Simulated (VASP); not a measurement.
# Cu (Fm-3m) in VASP: single point with PBE

Aim: the single point of Cu with PBE.

All numbers are computed with VASP 6.6.1; they aren't measurements. Logs are shortened: lines on timing, memory, paths and dates and some standing lists are left out, and cuts for length are marked.

## 1. The cell of the first run

It takes space group Fm-3m (No. 225, cubic). Conventional cell: a = 3.615 Å, b = 3.615 Å, c = 3.615 Å, α = 90.00°, β = 90.00°, γ = 90.00°. Within 3.4 Å of Cu (site symmetry m-3m) lie 12 Cu at 2.56 Å.

## 2. Single point, PBE

INCAR reads:

```
PREC     = Accurate       # precision mode
ENCUT    = 600            # plane-wave cutoff, eV
EDIFF    = 1E-6           # SCF threshold, eV
ISMEAR   = -1             # smearing method
SIGMA    = 0.1            # smearing width, eV
LREAL    = F              # projectors in reciprocal space
LASPH    = T              # aspherical terms in the spheres
NELM     = 120            # most SCF steps
ALGO     = Normal         # electronic algorithm
ISIF     = 2              # what is computed and relaxed
LWAVE    = F              # write WAVECAR
LCHARG   = F              # write CHGCAR
GGA      = PE             # functional
NBANDS   = 78             # bands
GGA_COMPAT= F
```

KPOINTS reads:

```
regular mesh
0
Gamma
  2 3 3
```

POSCAR reads:

```
Cu
1.0
    0.0000000000      5.4225000000      5.4225000000
    3.6150000000      0.0000000000      3.6150000000
    3.6150000000      3.6150000000      0.0000000000
Cu
12
Direct
    0.0000000000      0.0000000000      0.0000000000
    0.0000000000      0.0000000000      0.5000000000
    0.0000000000      0.5000000000      0.0000000000
    0.0000000000      0.5000000000      0.5000000000
    0.3333333333      0.0000000000      0.0000000000
    0.3333333333      0.0000000000      0.5000000000
    0.3333333333      0.5000000000      0.0000000000
    0.3333333333      0.5000000000      0.5000000000
    0.6666666667      0.0000000000      0.0000000000
    0.6666666667      0.0000000000      0.5000000000
    0.6666666667      0.5000000000      0.0000000000
    0.6666666667      0.5000000000      0.5000000000
```

Potentials or basis: VASP PAW PBE potentials, release 64 (Cu).

Run with:

```
$ cat potpaw_PBE.64/Cu/POTCAR > POTCAR
$ mpirun -np 1 vasp_std > vasp.out
```

OUTCAR:

```text
PREC = Accurate
   ENCUT = 600
   EDIFF = 1E-6
   ISMEAR = -1
   LREAL = F
   LASPH = T
   NELM = 120
   ISIF = 2
   GGA = PE

 ion  position               nearest neighbor table
   1  0.000  0.000  0.000-   5 2.56   9 2.56  10 2.56  11 2.56   6 2.56   7 2.56   2 2.56   4 2.56
                             2 2.56   3 2.56   4 2.56   3 2.56
   2  0.000  0.000  0.500-   6 2.56  10 2.56   9 2.56  12 2.56   5 2.56   8 2.56   1 2.56   3 2.56
                             1 2.56   3 2.56   4 2.56   4 2.56
   3  0.000  0.500  0.000-   7 2.56  11 2.56   9 2.56  12 2.56   8 2.56   5 2.56   2 2.56   4 2.56
                             1 2.56   1 2.56   2 2.56   4 2.56
   4  0.000  0.500  0.500-   8 2.56  12 2.56  11 2.56  10 2.56   7 2.56   6 2.56   1 2.56   3 2.56
                             2 2.56   1 2.56   2 2.56   3 2.56
   5  0.333  0.000  0.000-   1 2.56   2 2.56   3 2.56   6 2.56   7 2.56   6 2.56   8 2.56   7 2.56
                             8 2.56  10 2.56  11 2.56   9 2.56
   6  0.333  0.000  0.500-   2 2.56   1 2.56   4 2.56   5 2.56   8 2.56   5 2.56   7 2.56   7 2.56
                             8 2.56   9 2.56  12 2.56  10 2.56
   7  0.333  0.500  0.000-   3 2.56   1 2.56   4 2.56   5 2.56   8 2.56   6 2.56   8 2.56   5 2.56
                             6 2.56  12 2.56   9 2.56  11 2.56
   8  0.333  0.500  0.500-   4 2.56   3 2.56   2 2.56   6 2.56   7 2.56   5 2.56   7 2.56   5 2.56
                             6 2.56  11 2.56  10 2.56  12 2.56
   9  0.667  0.000  0.000-   1 2.56   2 2.56   3 2.56  10 2.56  10 2.56  12 2.56  11 2.56  11 2.56
                            12 2.56   6 2.56   7 2.56   5 2.56
  10  0.667  0.000  0.500-   2 2.56   1 2.56   4 2.56   9 2.56   9 2.56  11 2.56  12 2.56  11 2.56
                            12 2.56   5 2.56   8 2.56   6 2.56
  11  0.667  0.500  0.000-   3 2.56   4 2.56   1 2.56   9 2.56  10 2.56  12 2.56  12 2.56   9 2.56
                            10 2.56   5 2.56   8 2.56   7 2.56
  12  0.667  0.500  0.500-   4 2.56   3 2.56   2 2.56  10 2.56   9 2.56  11 2.56  11 2.56   9 2.56
                            10 2.56   6 2.56   7 2.56   8 2.56

  LATTYP: Found a face centered orthorhombic cell.
 ALAT       =     5.1123820280
 B/A-ratio  =     1.7320508076
 C/A-ratio  =     2.4494897428

  Lattice vectors:

 A1 = (   0.0000000000,   5.4225000000,   5.4225000000)
 A2 = (  -3.6150000000,   1.8075000000,   5.4225000000)
 A3 = (   3.6150000000,   0.0000000000,   3.6150000000)

Analysis of symmetry for initial positions (statically):
=====================================================================
 Subroutine PRICEL returns following result:

  LATTYP: Found a face centered cubic cell.
 ALAT       =     3.6150000000

  Lattice vectors:

 A1 = (   0.0000000000,   1.8074999998,   1.8074999998)
 A2 = (   1.8075000000,   0.0000000000,   1.8075000000)
 A3 = (   1.8075000000,   1.8075000000,   0.0000000000)

  12 primitive cells build up your supercell.

 Routine SETGRP: Setting up the symmetry group for a
 face centered orthorhombic supercell.

 Subroutine GETGRP returns: Found  4 space group operations
 (whereof  4 operations were pure point group operations)
 out of a pool of  8 trial point group operations.

The static configuration has the point symmetry C_2h.

Analysis of symmetry for dynamics (positions and initial velocities):
=====================================================================
 Subroutine PRICEL returns following result:

  LATTYP: Found a face centered cubic cell.
 ALAT       =     3.6150000000

  Lattice vectors:

 A1 = (   0.0000000000,   1.8074999998,   1.8074999998)
 A2 = (   1.8075000000,   0.0000000000,   1.8075000000)
 A3 = (   1.8075000000,   1.8075000000,   0.0000000000)

  12 primitive cells build up your supercell.

 Routine SETGRP: Setting up the symmetry group for a
 face centered orthorhombic supercell.

 Subroutine GETGRP returns: Found  4 space group operations
 (whereof  4 operations were pure point group operations)
 out of a pool of  8 trial point group operations.

The dynamic configuration has the point symmetry C_2h.

 Subroutine INISYM returns: Found  4 space group operations
 (whereof  4 operations are pure point group operations),
 and found    12 'primitive' translations

----------------------------------------------------------------------------------------

                                     Primitive cell
[... 30 lines left out ...]
     0.046104195 -0.046104195  0.046104195     0.000000000  0.333333333  0.000000000
     0.046104195  0.046104195 -0.046104195     0.000000000  0.000000000  0.333333333

  Length of vectors
     0.079854809  0.079854809  0.079854809

  Shift w.r.t. Gamma in fractional coordinates (k-lattice)
     0.000000000  0.000000000  0.000000000

 WARNING: IBZKPT: internal override: KBLOWUP is changed to .FALSE.
      ... skipping the blow-up phase ...

 Subroutine IBZKPT returns following result:
 ===========================================

 Found      8 irreducible k-points:

 Following reciprocal coordinates:
            Coordinates               Weight
  0.000000  0.000000  0.000000      1.000000
  0.500000  0.000000  0.000000      1.000000
  0.000000  0.333333  0.000000      4.000000
  0.500000  0.333333  0.000000      4.000000
  0.000000  0.333333  0.333333      2.000000
  0.500000  0.333333  0.333333      2.000000
  0.000000 -0.333333  0.333333      2.000000
  0.500000 -0.333333  0.333333      2.000000
   k-points           NKPTS =      8   k-points in BZ     NKDIM =      8   number of bands    NBANDS=     78
   number of dos      NEDOS =    301   number of ions     NIONS =     12
   total plane-waves  NPLWV = 112896
   dimension x,y,z NGX =    64 NGY =   42 NGZ =   42
   dimension x,y,z NGXF=   128 NGYF=   84 NGZF=   84
   ions per type =              12
   NGX,Y,Z   is equivalent  to a cutoff of  13.87, 13.66, 13.66 a.u.
   NGXF,Y,Z  is equivalent  to a cutoff of  27.75, 27.32, 27.32 a.u.
 SYSTEM =  unknown system
   PREC   = accura    normal or accurate (medium, high low for compatibility)
   ISTART =      0    job   : 0-new  1-cont  2-samecut
   ICHARG =      2    charge: 1-file 2-atom 10-const
   ISPIN  =      1    spin polarized calculation?
   LNONCOLLINEAR =      F non collinear calculations
   LSORBIT =      F    spin-orbit coupling
   LASPH  =      T    aspherical Exc in radial PAW
   ENCUT  =  600.0 eV  44.10 Ry    6.64 a.u.  15.32 10.21 10.21*2*pi/ulx,y,z
   NELM   =    120;   NELMIN=  2; NELMDL= -5     # of ELM steps
   EDIFF  = 0.1E-05   stopping-criterion for ELM
   LREAL  =      F    real-space projection
   EDIFFG = 0.1E-04   stopping-criterion for IOM
   NSW    =      0    number of steps for IOM
   IBRION =     -1    ionic relax: 0-MD 1-quasi-New 2-CG
   NFREE  =      0    steps in history (QN), initial steepest desc. (CG)
   ISIF   =      2    stress and relaxation
   ISYM   =      2    0-nonsym 1-usesym 2-fastsym
   POTIM  = 0.5000    time-step for ionic-motion
   TEBEG  =    0.0;   TEEND  =   0.0 temperature during run
   PSTRESS=    0.0 pullay stress
   NELECT =     132.0000    total number of electrons
   NUPDOWN=      -1.0000    fix difference up-down
   EMIN   =  10.00;   EMAX   =-10.00  energy-range for DOS
   EFERMI =   0.00;   METHOD = LEGACY
   ISMEAR =    -1;   SIGMA  =   0.10  broadening in eV -4-tet -1-fermi 0-gaus
   EFERMI_NEDOS =   21; number of points for ismear=-14 and -15
   IALGO  =     38    algorithm
   IMIX   =      4    mixing-type and parameters
     AMIX     =   0.40;   BMIX     =  1.00
     AMIX_MAG =   1.60;   BMIX_MAG =  1.00
  volume/ion in A,a.u.               =      11.81        79.70
  Fermi-wavevector in a.u.,A,eV,Ry     =   1.598763  3.021224 34.777078  2.556043
  Thomas-Fermi vector in A             =   2.696162
   LORBIT       =      0    0 simple, 1 ext, 2 COOP (PROOUT), +10 PAW based schemes
   GGA     = PE    functional components
   LHFCALC =     F    Hartree Fock is set to
   AEXX    =    0.0000 exact exchange contribution
   IVDW    =     0    specifies the selected vdW correction
   LEPSILON=     F    determine dielectric tensor
   LRPA    =     F    only Hartree local field effects (RPA)
 non-spin polarized calculation
  energy-cutoff  :      600.00
  volume of cell :      141.72
 maximum number of plane-waves:      4779
 NGX is ok and might be reduce to    64
   NGX = 31   NGY = 21   NGZ = 21

 number of electron     131.9999988 magnetization

 Free energy of the ion-electron system (eV)
  ---------------------------------------------------
  ext. energy  EPLUGINS =         0.00000000
  ---------------------------------------------------
  free energy    TOTEN  =       -44.10479794 eV

  energy without entropy =      -43.88289942  energy(sigma->0) =      -43.99384868

 E-fermi :   7.5641     XC(G=0): -12.7269

 val. band max:        7.5025510550   @ k =   0.0000  -0.3333   0.3333
 cond. band min:       8.0542541129   @ k =   0.5000   0.3333   0.0000
 fundamental gap:      0.5517030579
 Fermi energy:         7.5641373541

 k-point     1 :       0.0000    0.0000    0.0000
  band No.  band energies     occupation
      1      -1.7657      2.00000
      2       1.5999      2.00000
      3       1.6000      2.00000
      4       2.5068      2.00000
      5       2.5068      2.00000
      6       2.7029      2.00000
[... 637 lines left out ...]
     77      17.8480      0.00000
     78      17.8480      0.00000

------------------------ aborting loop because EDIFF is reached ----------------------------------------

  FORCE on cell =-STRESS in cart. coord.  units (eV):
  Direction    XX          YY          ZZ          XY          YZ          ZX
  --------------------------------------------------------------------------------------
  -------------------------------------------------------------------------------------
  Total        3.1407404      3.1420684      3.1420684     -0.0001315      0.0030238     -0.0001314
  in kB       35.5055677     35.5205805     35.5205805     -0.0014869      0.0341841     -0.0014851
  external PRESSURE =      35.5155763 kB  Pullay stress =       0.0000000 kB

 VOLUME and BASIS-vectors are now :
 -----------------------------------------------------------------------------
  energy-cutoff  :      600.00
  volume of cell :      141.72
      direct lattice vectors                 reciprocal lattice vectors
     0.000000000  5.422500000  5.422500000    -0.092208391  0.092208391  0.092208391
     3.615000000  0.000000000  3.615000000     0.138312586 -0.138312586  0.138312586
     3.615000000  3.615000000  0.000000000     0.138312586  0.138312586 -0.138312586

 POSITION                                       TOTAL-FORCE (eV/Angst)
 -----------------------------------------------------------------------------------
      0.00000      0.00000      0.00000        -0.000000      0.000000      0.000000
      1.80750      1.80750      0.00000        -0.000000      0.000000     -0.000000
      1.80750      0.00000      1.80750        -0.000000     -0.000000      0.000000
      3.61500      1.80750      1.80750         0.000000     -0.000000      0.000000
      0.00000      1.80750      1.80750        -0.000000      0.000000     -0.000000
      1.80750      3.61500      1.80750         0.000000      0.000000      0.000000
      1.80750      1.80750      3.61500        -0.000000     -0.000000     -0.000000
      3.61500      3.61500      3.61500        -0.000000     -0.000000     -0.000000
      0.00000      3.61500      3.61500        -0.000000      0.000000      0.000000
      1.80750      5.42250      3.61500         0.000000     -0.000000     -0.000000
      1.80750      3.61500      5.42250         0.000000     -0.000000     -0.000000
      3.61500      5.42250      5.42250        -0.000000     -0.000000      0.000000
 -----------------------------------------------------------------------------------
    total drift:                               -0.000000     -0.000000     -0.000000

  FREE ENERGIE OF THE ION-ELECTRON SYSTEM (eV)
  ---------------------------------------------------
  free  energy   TOTEN  =       -44.1047979395 eV

  energy  without entropy=      -43.8828994173  energy(sigma->0) =      -43.99384868
```

Run time: 2.9 min. Hardware: 1 thread of Intel Xeon Platinum 8375C at 2.90GHz (Ice Lake), shared host; peak memory 0.34 GiB.

Results:

```yaml
Free_energy: -44.1048 eV
Pressure: 3.6 GPa
Band_gap_on_the_k_mesh: zero (bands 66 and 67 overlap by 0.55 eV)
```

Caveat: the k points lie up to 0.50 Å⁻¹ apart, too coarse for converged energies and pressures of a metal.

The gap in the log of VASP goes by the Fermi energy; the results here count the filled bands.